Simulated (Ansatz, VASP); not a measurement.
# HfO2: VASP beside Ansatz

```xyz
3
Lattice="0.0000 2.5575 2.5575 2.5575 0.0000 2.5575 2.5575 2.5575 0.0000" Properties=species:S:1:pos:R:3 pbc="T T T"
Hf   -0.4243   -0.4243    0.0000
O     1.2788    1.2788    1.2788
O     3.8363    3.8363    3.8363
```

Alike in both runs: task single point; functional PBE; k mesh 8 × 8 × 8; occupations gaussian, width 0.05 eV; no spin polarisation.

|  | VASP | Ansatz |
| --- | --- | --- |
| version | VASP 6.6.1 | Ansatz 0.2.0 |
| potentials or method | VASP PAW PBE potentials, release 64 (Hf_pv, O), cutoff 520 eV | scalar-relativistic, plane waves, PAW |
| valence electrons in the cell | 22 | 38 |

|  | VASP | Ansatz | Ansatz less VASP |
| --- | --- | --- | --- |
| gap on the k mesh at the Fermi level (eV) | 3.22 | 3.24 | +0.023 |
| least direct gap on the mesh (eV) | 3.53 | 3.55 | +0.022 |
| rms of the force components (eV/Å) | 4.807 | 4.814 | +0.0071 |

Atom by atom the forces differ by 0.009 eV/Å (rms over components). The functional is the same, so the differences come from potentials, cutoffs and numerics. VASP's potentials hold 22 valence electrons a cell and Ansatz's 38, so a difference there can come from the potentials and not from the codes.

Neither program's run includes spin-orbit coupling.
